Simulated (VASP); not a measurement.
A run of VASP 6.6.1:

The input INCAR:

```
SYSTEM = Ir
  ALGO = Normal
  EDIFF = 1E-6
  ENCUT = 500
  GGA = CA
  GGA_COMPAT = .FALSE.
  ISIF = 2
  ISMEAR = -1
  LASPH = .TRUE.
  LCHARG = .FALSE.
  LREAL = .FALSE.
  LWAVE = .FALSE.
  NBANDS = 16
  NELM = 120
  PREC = Accurate
  SIGMA = 0.05
```

KPOINTS

```
k-points
0
G
  7 7 7
  0 0 0
```

Contents of POSCAR:

```
Ir
1.0
    0.0000000000      2.7382187225      2.7382187225
    2.7382187225      0.0000000000      2.7382187225
    2.7382187225      2.7382187225      0.0000000000
Ir
2
Direct
    1.0000000000      1.0000000000      1.0000000000
    0.2500000000      0.2500000000      0.2500000000
```

Potentials or basis: VASP PAW LDA potentials, release 64 (Ir).

Command:

```console
$ cat potpaw_LDA.64/Ir/POTCAR > POTCAR
$ mpirun -np 1 vasp_std > vasp.out
```

Hardware: 1 thread of Intel Xeon 8259CL (shared host).

Estimate the wall time of this run.

It took 12 s on 1 thread of Intel Xeon 8259CL, on a shared host, peak memory 0.14 GiB. Counts: scf iterations 11, k points 20.
